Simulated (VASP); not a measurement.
Input of a VASP 6.6.1 run:

POSCAR

```
AlPt
1.0
    4.8286802960      0.0000000000      0.0000000000
    0.0000000000      4.8286802960      0.0000000000
    0.0000000000      0.0000000000      4.8286802960
Al Pt
4 4
Direct
    0.8443924673      0.8443924673      0.8443924673
    0.6556075327      0.1556075327      0.3443924673
    0.3443924673      0.6556075327      0.1556075327
    0.1556075327      0.3443924673      0.6556075327
    0.1548223031      0.1548223031      0.1548223031
    0.3451776969      0.8451776969      0.6548223031
    0.6548223031      0.3451776969      0.8451776969
    0.8451776969      0.6548223031      0.3451776969
```

INCAR.step1

```
ALGO = Normal ; EDIFF = 1E-4
ENCUT = 520 ; GGA = PE
ISMEAR = 0 ; LASPH = True
LCHARG = False ; LREAL = False
LWAVE = True ; NBANDS = 36
NELM = 60 ; PREC = Accurate
SIGMA = 0.1
```

File INCAR.step2:

```
ALGO = Normal ; EDIFF = 1E-6
ENCUT = 520 ; ISIF = 2
ISMEAR = 0 ; ISTART = 1
LASPH = True ; LCHARG = False
LMIXTAU = True ; LREAL = False
LWAVE = False ; METAGGA = R2SCAN
NBANDS = 36 ; NELM = 60
PREC = Accurate ; SIGMA = 0.1
```

KPOINTS

```
k-points
0
Gamma
  8 8 8
```

Potentials or basis: VASP PAW PBE potentials, release 64 (Al, Pt).

The run is started by

```console
$ cat potpaw_PBE.64/Al/POTCAR potpaw_PBE.64/Pt/POTCAR > POTCAR
$ cp INCAR.step1 INCAR
$ mpirun -np 1 vasp_std > vasp.out
$ cp INCAR.step2 INCAR
$ mpirun -np 1 vasp_std > vasp.out
```

(1) Predict the pressure.

(2) What does it give for the band gap on the k mesh?

(3) What does it give for the largest force?

## Answers

(1) 6.6 GPa.

(2) zero (bands 26 and 27 overlap by 1.20 eV).

(3) 0.012 eV/Å.

Caveat: the cell stands under pressure; the PAW data sets were made with another functional, which shifts forces and pressure a little; spin-orbit coupling is left out, which moves the levels of the heavy elements.
